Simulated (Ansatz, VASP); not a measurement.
Two plane-wave programs on ZnS

Contents of INCAR:

```
SYSTEM = ZnS
PREC     = Accurate       ! precision mode
ENCUT    = 520            ! plane-wave cutoff, eV
EDIFF    = 1E-6           ! SCF threshold, eV
ISMEAR   = 0              ! smearing method
SIGMA    = 0.1            ! smearing width, eV
LREAL    = .FALSE.        ! projectors in reciprocal space
LASPH    = .TRUE.         ! aspherical terms in the spheres
NELM     = 80             ! most SCF steps
ALGO     = Normal         ! electronic algorithm
ISIF     = 2              ! what is computed and relaxed
LWAVE    = .FALSE.        ! write WAVECAR
LCHARG   = .FALSE.        ! write CHGCAR
GGA      = PE             ! functional
NBANDS   = 16             ! bands
```

KPOINTS

```
regular mesh
0
G
  6 6 4
  0 0 0
```

The input POSCAR:

```
ZnS
1.0
    3.3207089800      0.0000000000      0.0000000000
    0.0000000000      3.3207089800      0.0000000000
    0.0000000000      0.0000000000      4.2217213200
Zn S
1 1
Direct
    0.5000000000      0.5000000000      0.5000000000
    0.0000000000      0.0000000000      0.0000000000
```

Input for Ansatz:

```yaml
crystal:
  lattice:
    - [3.32070898, 0.0, 0.0]
    - [0.0, 3.32070898, 0.0]
    - [0.0, 0.0, 4.22172132]
  atoms:
    - { symbol: Zn, position: [0.5, 0.5, 0.5] }
    - { symbol: S, position: [0.0, 0.0, 0.0] }
basis:
  ecutwfc: 420
kpoints:
  mp_grid: { grid: [6, 6, 4] }
hamiltonian:
  xc: pbe
scf:
  occupations: { method: gaussian, width: 0.1 }
  lower_state_search: "off"
output:
  forces: true
  stress: true
  eigenvalues: true
```

Alike in both runs: task single point; functional PBE; k mesh 6 × 6 × 4; occupations gaussian, width 0.1 eV; no spin polarisation.

|  | VASP | Ansatz |
| --- | --- | --- |
| version | VASP 6.6.1 | Ansatz 0.2.0 |
| potentials or method | VASP PAW PBE potentials, release 64 (Zn, S), cutoff 520 eV | scalar-relativistic, plane waves, PAW |
| valence electrons in the cell | 18 | 18 |

VASP gave:

| Quantity | Value |
| --- | --- |
| gap on the k mesh at the Fermi level (eV) | none |
| pressure (GPa) | -11.1 |
| traceless stress, the component that is largest in VASP (GPa) | -5.20 |

Task: Which values does Ansatz return?

Result: gap on the k mesh at the Fermi level (eV): none; pressure (GPa): -11.1; traceless stress, the component that is largest in VASP (GPa): -5.23.

A gap of «none» marks a metal or a gap that the smearing closes.

The k mesh is coarse, so the values compare programs but aren't converged.
